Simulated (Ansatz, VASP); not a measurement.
# One calculation of Zn, two programs

```
Zn
1.0
     0.25901    2.02981    2.02981
     2.02981    0.25901    2.02981
     2.02981    2.02981    0.25901
Zn
1
Direct
  0.00000 0.00000 0.00000
```

Alike in both runs: task single point; functional PBE; k mesh 22 × 22 × 22; occupations gaussian, width 0.15 eV; no spin polarisation.

```csv
,VASP,Ansatz
version,VASP 6.6.1,Ansatz 0.2.0
potentials or method,"VASP PAW PBE potentials, release 64 (Zn), cutoff 520 eV","scalar-relativistic, plane waves, PAW"
valence electrons in the cell,12,12
```

|  | VASP | Ansatz | Ansatz less VASP |
| --- | --- | --- | --- |
| gap on the k mesh at the Fermi level (eV) | none | none | - |
| pressure (GPa) | 14.4 | 13.9 | -0.54 |
| traceless stress, the component that is largest in VASP (GPa) | -2.67 | -2.50 | +0.168 |

A gap of «none» marks a metal or a gap that the smearing closes. With one functional, cell and mesh, what is left measures potentials, basis and numerics.
